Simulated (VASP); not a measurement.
# RbBr (Fm-3m) in VASP: further runs, part 2 of 2

VASP 6.6.1.

## Step 3: Relaxation of cell and atoms, PBEsol, target pressure 30 GPa, at which the enthalpy is minimised

The input, INCAR:

```
PREC = Accurate
ENCUT = 600
EDIFF = 1E-6
ISMEAR = -1
SIGMA = 0.05
LREAL = False
LASPH = True
NELM = 60
ALGO = Normal
ISIF = 3
LWAVE = False
LCHARG = False
GGA = PS
IBRION = 2
NSW = 80
EDIFFG = -0.01
PSTRESS = 300.0
```

The input, KPOINTS:

```
Automatic mesh
0
Gamma
  7 7 7
```

The input, POSCAR:

```
RbBr
1.0
    0.0000000000      3.4270000000      3.4270000000
    3.4270000000      0.0000000000      3.4270000000
    3.4270000000      3.4270000000      0.0000000000
Rb Br
1 1
Direct
    0.0000000000      0.0000000000      0.0000000000
    0.5000000000      0.5000000000      0.5000000000
```

Potentials or basis: VASP PAW PBE potentials, release 64 (Rb_sv, Br).

On the command line:

```console
cat potpaw_PBE.64/Rb_sv/POTCAR potpaw_PBE.64/Br/POTCAR > POTCAR
mpirun -np 1 vasp_std > vasp.out
```

OUTCAR:

```text
PREC = Accurate
   ENCUT = 600
   EDIFF = 1E-6
   ISMEAR = -1
   LREAL = False
   LASPH = True
   NELM = 60
   ISIF = 3
   GGA = PS
   IBRION = 2
   NSW = 80
   EDIFFG = -0.01
   PSTRESS = 300.0

 ion  position               nearest neighbor table
   1  0.000  0.000  0.000-   2 3.43   2 3.43   2 3.43   2 3.43   2 3.43   2 3.43
   2  0.500  0.500  0.500-   1 3.43   1 3.43   1 3.43   1 3.43   1 3.43   1 3.43

  LATTYP: Found a face centered cubic cell.
 ALAT       =     6.8540000000

  Lattice vectors:

 A1 = (   0.0000000000,   3.4270000000,   3.4270000000)
 A2 = (   3.4270000000,   0.0000000000,   3.4270000000)
 A3 = (   3.4270000000,   3.4270000000,   0.0000000000)

Analysis of symmetry for initial positions (statically):
[... 166 lines left out ...]
  free energy    TOTEN  =        -6.35543386 eV

  energy without entropy =       -6.35543386  energy(sigma->0) =       -6.35543386

 E-fermi :  -0.7971     XC(G=0):  -7.4053

 val. band max:       -1.8451944616   @ k =   0.0000   0.0000   0.0000
 cond. band min:       2.3662974815   @ k =   0.0000   0.0000   0.0000
 fundamental gap:      4.2114919431
 Fermi energy:        -0.7971185226
[... 1021 lines left out ...]
  energy  without entropy=       -5.5693203261  energy(sigma->0) =       -5.56932033

  enthalpy is  TOTEN    =         4.6633956331 eV   P V=       10.2327159592

[... ionic steps 4 to 15 ...]

--------------------------------------- Ionic step       16  -------------------------------------------

 number of electron      16.0000000 magnetization

------------------------ aborting loop because EDIFF is reached ----------------------------------------
[... 71 lines left out ...]
--------------------------------------- Ionic step       18  -------------------------------------------

 number of electron      16.0000000 magnetization

 Free energy of the ion-electron system (eV)
  ---------------------------------------------------
  ext. energy  EPLUGINS =         0.00000000
  ---------------------------------------------------
  free energy    TOTEN  =        -4.52997879 eV

  energy without entropy =       -4.52997879  energy(sigma->0) =       -4.52997879

 E-fermi :   2.4496     XC(G=0):  -9.8530

 val. band max:        1.3588725569   @ k =   0.4286   0.4286   0.0000
 cond. band min:       5.3598595935   @ k =   0.4286   0.4286   0.0000
 fundamental gap:      4.0009870366
 Fermi energy:         2.4496335033
[... 331 lines left out ...]
  energy  without entropy=       -4.5299787948  energy(sigma->0) =       -4.52997879

  enthalpy is  TOTEN    =         4.2407816733 eV   P V=        8.7707604681

 reached required accuracy - stopping structural energy minimisation
```

OSZICAR:

```text
N       E                     dE             d eps       ncg     rms          rms(c)
DAV:   1     0.997261541373E+02    0.99726E+02   -0.73007E+03   480   0.128E+03
DAV:   2     0.510999163831E+00   -0.99215E+02   -0.92844E+02   724   0.193E+02
DAV:   3    -0.639243933610E+01   -0.69034E+01   -0.68716E+01   612   0.585E+01
DAV:   4    -0.655863259263E+01   -0.16619E+00   -0.16607E+00   748   0.857E+00
[... 123 lines left out ...]
       N       E                     dE             d eps       ncg     rms          rms(c)
DAV:   1    -0.453004235659E+01    0.81592E-02   -0.14455E-03   532   0.291E-01    0.563E-02
DAV:   2    -0.452999374551E+01    0.48611E-04   -0.96943E-05   524   0.754E-02    0.281E-02
DAV:   3    -0.452997820314E+01    0.15542E-04   -0.57402E-05   716   0.516E-02    0.646E-03
DAV:   4    -0.452997879487E+01   -0.59173E-06   -0.90930E-07   428   0.747E-03
  18 F= 0.42407817E+01 E0= 0.42407817E+01  d E =-.437330E-03
```

CONTCAR:

```text
RbBr
   1.00000000000000
    -0.0000000000000000    2.8610944451090781    2.8610944451090781
     2.8610944451090776    0.0000000000000000    2.8610944451090781
     2.8610944451090776    2.8610944451090781   -0.0000000000000000
  Rb              Br
     1     1
Direct
     1.0000000000000000    0.0000000000000000    0.0000000000000000
     0.5000000000000000    0.5000000000000000    0.5000000000000000

  0.00000000E+00  0.00000000E+00  0.00000000E+00
  0.00000000E+00  0.00000000E+00  0.00000000E+00
```

It took 2.1 min on 1 thread of AMD EPYC 9R45 (Zen 5), shared host; peak memory 0.24 GiB.

Results:

* Free energy: -4.5300 eV
* Relaxed volume: 23.42 Å³/atom
* Relaxed cell: a = 4.046 Å, b = 4.046 Å, c = 4.046 Å, α = 60.00°, β = 60.00°, γ = 60.00°
* Space group after relaxing (to 0.1 Å): Fm-3m (No. 225)
* Energy change on relaxing (the run minimises the enthalpy): +912.7 meV/atom
* Ionic steps: 18
* Pressure after relaxing: 30.0 GPa
* Band gap on the k mesh: 4.00 eV

The path:
```csv
step,energy change (eV),largest force (eV/Å),pressure (GPa),volume (Å³)
1,0.0000,0.0000,-0.02,80.50
2,24.4780,0.0000,405.80,20.72
3,0.7861,0.0000,14.49,54.65
4,1.2684,0.0000,21.70,50.32
5,1.8826,0.0000,30.84,46.54
6,1.7772,0.0000,29.28,47.10
7,1.7789,0.0000,29.30,47.09
8,1.7838,0.0000,29.38,47.07
9,1.7839,0.0000,29.38,47.07
10,1.7840,0.0000,29.38,47.06
11,1.7843,0.0000,29.38,47.06
12,1.7848,0.0000,29.38,47.06
13,1.7858,0.0000,29.37,47.05
14,1.7879,0.0000,29.44,47.04
15,1.7921,0.0000,29.50,47.02
16,1.8004,0.0000,29.63,46.98
17,1.8172,0.0000,29.88,46.89
18,1.8255,0.0000,30.00,46.84
```

Final structure:
```cif
data_structure
_symmetry_space_group_name_H-M 'P 1'
_symmetry_Int_Tables_number 1
_cell_length_a 4.0462
_cell_length_b 4.0462
_cell_length_c 4.0462
_cell_angle_alpha 60.000
_cell_angle_beta 60.000
_cell_angle_gamma 60.000
_cell_volume 46.84
loop_
_atom_site_label
_atom_site_type_symbol
_atom_site_fract_x
_atom_site_fract_y
_atom_site_fract_z
_atom_site_occupancy
Rb1 Rb 0.00000 0.00000 0.00000 1
Br1 Br 0.50000 0.50000 0.50000 1
```

Caveat: the cell is relaxed towards a set pressure, so the run minimises the enthalpy, not the energy; the volume moved by over 15 % at a fixed basis, so the end points are rough; the PAW data sets were made with another functional, which shifts forces and pressure a little; an odd mesh through Γ misses points on the zone boundary, where band edges can lie.
